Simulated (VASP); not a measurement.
# Ag (P6/mmm) in VASP: a series of runs

Ag is run at these levels: PBE; tasks: single point.

All numbers are computed with VASP 6.6.1; they aren't measurements. Logs are shortened: lines on timing, memory, paths and dates and some standing lists are left out, and cuts for length are marked.

**1. The cell of the first run**

The structure is hexagonal, space group P6/mmm (No. 191). Conventional cell: a = 2.161 Å, b = 2.161 Å, c = 2.066 Å, α = 90.00°, β = 90.00°, γ = 120.00°. Ag (site symmetry 6/mmm) has 8 Ag at 2.07 to 2.16 Å within 2.7 Å.

**2. Single point, PBE**

INCAR reads:

```
SYSTEM = Ag
ALGO = Normal ; EDIFF = 1E-6
ENCUT = 520 ; GGA = PE
ISIF = 2 ; ISMEAR = -1
LASPH = .True. ; LCHARG = .False.
LREAL = .False. ; LWAVE = .False.
NBANDS = 12 ; NELM = 100
PREC = Accurate ; SIGMA = 0.08
```

KPOINTS reads:

```
k-points
0
Gamma
  15 15 14
  0 0 0
```

POSCAR reads:

```
Ag
1.0
    2.1608965820      0.0000000000      0.0000000000
   -1.0804482910      1.8713913350      0.0000000000
    0.0000000000      0.0000000000      2.0657020297
Ag
1
Direct
    0.0000000000      0.0000000000      0.0000000000
```

Potentials or basis: VASP PAW PBE potentials, release 64 (Ag).

The run is started by

```bash
> cat potpaw_PBE.64/Ag/POTCAR > POTCAR
> mpirun -np 1 vasp_std > vasp.out
```

OUTCAR:

```text
SYSTEM = Ag
   EDIFF = 1E-6
   ENCUT = 520
   GGA = PE
   ISIF = 2
   ISMEAR = -1
   LASPH = .True.
   LREAL = .False.
   NELM = 100
   PREC = Accurate

 ion  position               nearest neighbor table
   1  0.000  0.000  0.000-

  LATTYP: Found a hexagonal cell.
 ALAT       =     2.1608965820
 C/A-ratio  =     0.9559467338

  Lattice vectors:

 A1 = (   2.1608965820,   0.0000000000,   0.0000000000)
 A2 = (  -1.0804482910,   1.8713913350,   0.0000000000)
 A3 = (   0.0000000000,   0.0000000000,   2.0657020297)

Analysis of symmetry for initial positions (statically):
=====================================================================
 Subroutine PRICEL returns:
 Original cell was already a primitive cell.

 Routine SETGRP: Setting up the symmetry group for a
 hexagonal supercell.

 Subroutine GETGRP returns: Found 24 space group operations
 (whereof 24 operations were pure point group operations)
 out of a pool of 24 trial point group operations.

The static configuration has the point symmetry D_6h.

Analysis of symmetry for dynamics (positions and initial velocities):
=====================================================================
 Subroutine PRICEL returns:
 Original cell was already a primitive cell.

 Routine SETGRP: Setting up the symmetry group for a
 hexagonal supercell.

 Subroutine GETGRP returns: Found 24 space group operations
 (whereof 24 operations were pure point group operations)
 out of a pool of 24 trial point group operations.

The dynamic configuration has the point symmetry D_6h.

 Subroutine INISYM returns: Found 24 space group operations
 (whereof 24 operations are pure point group operations),
 and found     1 'primitive' translations

----------------------------------------------------------------------------------------

                                     Primitive cell

  volume of cell :       8.3535

  direct lattice vectors                    reciprocal lattice vectors
     2.160896582  0.000000000  0.000000000     0.462770874  0.267180889  0.000000000
    -1.080448291  1.871391335  0.000000000     0.000000000  0.534361777  0.000000000
     0.000000000  0.000000000  2.065702030     0.000000000  0.000000000  0.484096925

  length of vectors
     2.160896582  2.160896582  2.065702030     0.534361777  0.534361777  0.484096925

  position of ions in fractional coordinates (direct lattice)
     0.000000000  0.000000000  0.000000000

  ion indices of the primitive-cell ions
   primitive index   ion index
                 1           1

----------------------------------------------------------------------------------------

 KPOINTS: k-points

Automatic generation of k-mesh.
 Grid dimensions read from file:
 generate k-points for:   15   15   14

 Generating k-lattice:

  Cartesian coordinates                     Fractional coordinates (reciprocal lattice)
     0.030851392  0.017812059  0.000000000     0.066666667  0.000000000  0.000000000
     0.000000000  0.035624118  0.000000000     0.000000000  0.066666667  0.000000000
     0.000000000  0.000000000  0.034578352     0.000000000  0.000000000  0.071428571

  Length of vectors
     0.035624118  0.035624118  0.034578352

  Shift w.r.t. Gamma in fractional coordinates (k-lattice)
     0.000000000  0.000000000  0.000000000

 Subroutine IBZKPT returns following result:
 ===========================================

 Found    216 irreducible k-points:

 Following reciprocal coordinates:
            Coordinates               Weight
  0.000000  0.000000  0.000000      1.000000
  0.066667  0.000000  0.000000      6.000000
  0.133333  0.000000  0.000000      6.000000
  0.200000  0.000000  0.000000      6.000000
  0.266667  0.000000  0.000000      6.000000
  0.333333  0.000000  0.000000      6.000000
[... 16 lines left out ...]
  0.333333  0.200000  0.000000     12.000000
  0.400000  0.200000  0.000000      6.000000
 [... further k-points ...]
   k-points           NKPTS =    216   k-points in BZ     NKDIM =    216   number of bands    NBANDS=     12
   number of dos      NEDOS =    301   number of ions     NIONS =      1
   total plane-waves  NPLWV =   4096
   dimension x,y,z NGX =    16 NGY =   16 NGZ =   16
   dimension x,y,z NGXF=    32 NGYF=   32 NGZF=   32
   ions per type =               1
   NGX,Y,Z   is equivalent  to a cutoff of  12.31, 12.31, 12.88 a.u.
   NGXF,Y,Z  is equivalent  to a cutoff of  24.62, 24.62, 25.75 a.u.
 SYSTEM =  Ag
   PREC   = accura    normal or accurate (medium, high low for compatibility)
   ISTART =      0    job   : 0-new  1-cont  2-samecut
   ICHARG =      2    charge: 1-file 2-atom 10-const
   ISPIN  =      1    spin polarized calculation?
   LNONCOLLINEAR =      F non collinear calculations
   LSORBIT =      F    spin-orbit coupling
   LASPH  =      T    aspherical Exc in radial PAW
   ENCUT  =  520.0 eV  38.22 Ry    6.18 a.u.   4.02  4.02  3.84*2*pi/ulx,y,z
   NELM   =    100;   NELMIN=  2; NELMDL= -5     # of ELM steps
   EDIFF  = 0.1E-05   stopping-criterion for ELM
   LREAL  =      F    real-space projection
   EDIFFG = 0.1E-04   stopping-criterion for IOM
   NSW    =      0    number of steps for IOM
   IBRION =     -1    ionic relax: 0-MD 1-quasi-New 2-CG
   NFREE  =      0    steps in history (QN), initial steepest desc. (CG)
   ISIF   =      2    stress and relaxation
   ISYM   =      2    0-nonsym 1-usesym 2-fastsym
   POTIM  = 0.5000    time-step for ionic-motion
   TEBEG  =    0.0;   TEEND  =   0.0 temperature during run
   PSTRESS=    0.0 pullay stress
   NELECT =      11.0000    total number of electrons
   NUPDOWN=      -1.0000    fix difference up-down
   EMIN   =  10.00;   EMAX   =-10.00  energy-range for DOS
   EFERMI =   0.00;   METHOD = LEGACY
   ISMEAR =    -1;   SIGMA  =   0.08  broadening in eV -4-tet -1-fermi 0-gaus
   EFERMI_NEDOS =   21; number of points for ismear=-14 and -15
   IALGO  =     38    algorithm
   IMIX   =      4    mixing-type and parameters
     AMIX     =   0.40;   BMIX     =  1.00
     AMIX_MAG =   1.60;   BMIX_MAG =  1.00
  volume/ion in A,a.u.               =       8.35        56.37
  Fermi-wavevector in a.u.,A,eV,Ry     =   1.794391  3.390906 43.808547  3.219837
  Thomas-Fermi vector in A             =   2.856356
   LORBIT       =      0    0 simple, 1 ext, 2 COOP (PROOUT), +10 PAW based schemes
   GGA     = PE    functional components
[... 5 lines left out ...]
 non-spin polarized calculation
  energy-cutoff  :      520.00
  volume of cell :        8.35
 maximum number of plane-waves:       236
   NGX =  9   NGY =  9   NGZ =  7

 number of electron      11.0000005 magnetization

 Free energy of the ion-electron system (eV)
  ---------------------------------------------------
  ext. energy  EPLUGINS =         0.00000000
  ---------------------------------------------------
  free energy    TOTEN  =         6.87238823 eV

  energy without entropy =        6.87561601  energy(sigma->0) =        6.87400212

 E-fermi :  24.4420     XC(G=0): -16.9332

 val. band max:       24.4287985886   @ k =   0.2667   0.1333   0.2857
 cond. band min:      24.5155440165   @ k =   0.2000   0.2000   0.2857
 fundamental gap:      0.0867454278
 Fermi energy:        24.4420232601

 k-point     1 :       0.0000    0.0000    0.0000
  band No.  band energies     occupation
      1       9.0867      2.00000
      2       9.4038      2.00000
      3      13.9969      2.00000
      4      13.9969      2.00000
      5      20.8381      2.00000
      6      20.8381      2.00000
      7      38.7020      0.00000
      8      42.7998      0.00000
      9      51.9586      0.00000
     10      51.9586      0.00000
     11      55.1761      0.00000
     12      58.0838      0.00000

 k-point     2 :       0.0667    0.0000    0.0000
  band No.  band energies     occupation
      1       9.3481      2.00000
      2       9.5353      2.00000
      3      13.7843      2.00000
      4      14.2383      2.00000
      5      20.5841      2.00000
      6      20.7940      2.00000
      7      39.2535      0.00000
      8      43.3141      0.00000
      9      50.1231      0.00000
     10      51.2189      0.00000
     11      55.8500      0.00000
     12      58.0692      0.00000

 k-point     3 :       0.1333    0.0000    0.0000
  band No.  band energies     occupation
      1       9.6991      2.00000
      2      10.2232      2.00000
      3      13.3454      2.00000
      4      14.9447      2.00000
      5      19.9101      2.00000
      6      20.6706      2.00000
      7      40.6331      0.00000
      8      44.7418      0.00000
      9      47.2541      0.00000
     10      49.5463      0.00000
     11      55.8794      0.00000
     12      57.6190      0.00000
[... 286 lines left out ...]
 k-point    23 :       0.3333    0.2000    0.0000
  band No.  band energies     occupation
      1      11.0488      2.00000
      2      11.9637      2.00000
      3      15.7643      2.00000
      4      16.9211      2.00000
      5      18.8660      2.00000
      6      25.8227      0.00000
      7      33.5390      0.00000
      8      36.0442      0.00000
      9      46.8257      0.00000
     10      55.1331      0.00000
     11      55.5448      0.00000
     12      57.0376      0.00000

 k-point    24 :       0.4000    0.2000    0.0000
  band No.  band energies     occupation
      1      10.9540      2.00000
      2      12.0718      2.00000
      3      16.1870      2.00000
      4      16.8516      2.00000
      5      18.7618      2.00000
      6      26.7241      0.00000
      7      32.5252      0.00000
      8      35.5697      0.00000
      9      46.8778      0.00000
     10      54.6634      0.00000
     11      55.6100      0.00000
     12      57.0369      0.00000

 [... further k-points ...]
[... 5 lines left out ...]
  --------------------------------------------------------------------------------------
  -------------------------------------------------------------------------------------
  Total       33.7951852     33.7951852     33.2661266      0.0000000      0.0000000     -0.0000000
  in kB     6481.8524391   6481.8524393   6380.3800124      0.0000000      0.0000000     -0.0000000
  external PRESSURE =    6448.0282969 kB  Pullay stress =       0.0000000 kB

 VOLUME and BASIS-vectors are now :
 -----------------------------------------------------------------------------
  energy-cutoff  :      520.00
  volume of cell :        8.35
      direct lattice vectors                 reciprocal lattice vectors
     2.160896582  0.000000000  0.000000000     0.462770874  0.267180889  0.000000000
    -1.080448291  1.871391335  0.000000000     0.000000000  0.534361777  0.000000000
     0.000000000  0.000000000  2.065702030     0.000000000  0.000000000  0.484096925

 POSITION                                       TOTAL-FORCE (eV/Angst)
 -----------------------------------------------------------------------------------
      0.00000      0.00000      0.00000         0.000000      0.000000      0.000000
 -----------------------------------------------------------------------------------
    total drift:                               -0.000000     -0.000000      0.000000

  FREE ENERGIE OF THE ION-ELECTRON SYSTEM (eV)
  ---------------------------------------------------
  free  energy   TOTEN  =         6.8723882257 eV

  energy  without entropy=        6.8756160072  energy(sigma->0) =        6.87400212
```

Run time: 13 s. Hardware: 1 thread of AMD EPYC 7R43 (Zen 3), shared host; peak memory 0.09 GiB.

The run converged, but its numbers aren't listed here, since they failed a check.

(Continued in part 2 of 2.)
